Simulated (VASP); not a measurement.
# CsNiN: single point with PBE

The system is CsNiN.

```xyz
3
Lattice="4.6160 0.0000 0.0000 -2.3080 3.9976 0.0000 0.0000 0.0000 3.3379" Properties=species:S:1:pos:R:3 pbc="T T T"
Cs    2.3080    1.3325    1.6690
Ni    0.0000    2.6651    0.0000
N     0.0000    2.6651    1.6690
```

```
Program             : VASP 6.6.1
Task                : single point
Functional          : PBE
Potentials or basis : VASP PAW PBE potentials, release 64 (Cs_sv, Ni, N)
Cutoff              : 520 eV
k mesh              : 6 × 6 × 8
Occupations         : fermi-dirac, width 0.05 eV
Spin                : collinear spin, ferromagnetic start
Starting moments    : [0.0, 1.0, 0.0] μB
```

```
Pressure                                              : 20.2 GPa
Band gap on the k mesh                                : zero (filled and empty bands overlap)
Net moment                                            : 0.00 μB per cell
Valence electrons inside the program's atomic spheres : Cs 6.68; Ni 9.85; N 3.73
```

Stress tensor (GPa, compression positive):
```
20.28  0.00  0.00
 0.00 20.28  0.00
 0.00  0.00 20.01
```

Levels at points of the mesh, in eV from the Fermi level:
Spin up:
```
           k point  band 10  band 11  band 12  band 13  band 14  band 15
(0.00, 0.00, 0.00)    -2.15    -2.15    -1.11    -1.11     2.65     4.23
(0.50, 0.00, 0.00)    -1.55    -1.47    -1.23    -1.16     2.91     4.28
(0.00, 0.00, 0.50)    -1.54    -0.50     1.35     1.35     3.94     3.94
(0.50, 0.00, 0.50)    -1.37    -1.30     1.49     1.76     2.55     3.22
```
Spin down:
```tsv
k point	band 10	band 11	band 12	band 13	band 14	band 15
(0.00, 0.00, 0.00)	-2.15	-2.15	-1.11	-1.11	2.65	4.23
(0.50, 0.00, 0.00)	-1.55	-1.47	-1.23	-1.16	2.91	4.28
(0.00, 0.00, 0.50)	-1.54	-0.50	1.35	1.35	3.94	3.94
(0.50, 0.00, 0.50)	-1.37	-1.30	1.49	1.76	2.55	3.22
```

Wall time 70 s on 1 thread of AMD EPYC 9R45 96-Core Processor (Zen 5), on a shared host, peak memory 0.23 GiB.

Caveat: the cell stands under pressure; spin-orbit coupling is left out, which moves the levels of the heavy elements. With open d or f shells a metallic result of PBE can be an artefact of self-interaction; +U or a hybrid may open a gap.
